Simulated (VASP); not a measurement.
A run of VASP 6.6.1 is set up as follows.

Contents of INCAR:

```
SYSTEM = MgO
ALGO = Normal ; EDIFF = 1E-6
ENCUT = 520 ; GGA = PE
ISIF = 2 ; ISMEAR = 0
LASPH = .TRUE. ; LCHARG = .FALSE.
LREAL = .FALSE. ; LWAVE = .FALSE.
NBANDS = 16 ; NELM = 80
PREC = Accurate ; SIGMA = 0.02
```

The input KPOINTS:

```
k-points
0
G
  9 9 6
  0 0 0
```

Contents of POSCAR:

```
MgO
1.0
    3.2950454456      0.0000000000      0.0000000000
   -1.6475227228      3.1961317168      0.0416964197
    0.0000000000      0.0576987492      4.2268407414
Mg O
2 2
Direct
    0.6406960203      0.2813920306      0.7845883393
    0.3589253642      0.7178507385      0.2186637134
    0.6736483324      0.3472966549      0.2494281904
    0.3267302830      0.6534605761      0.7473197569
```

Potentials or basis: VASP PAW PBE potentials, release 64 (Mg, O).

Run with:

```console
$ cat potpaw_PBE.64/Mg/POTCAR potpaw_PBE.64/O/POTCAR > POTCAR
$ mpirun -np 1 vasp_std > vasp.out
```

Problem. Estimate the pressure.

Solution. 3.5 GPa.

Problem. What does it give for the largest force?

Solution. 2.525 eV/Å.

Problem. What does it give for the band gap on the k mesh?

Solution. 3.04 eV.

Stress tensor (GPa, compression positive):
```
 6.56  0.00  0.00
 0.00 -2.62 -5.31
 0.00 -5.31  6.54
```

Caveat: the cell differs from its parent crystal (strained and its atoms moved); the cell stands under pressure; forces of over 1 eV/Å act on the atoms, so gaps and moduli don't describe the material at rest.
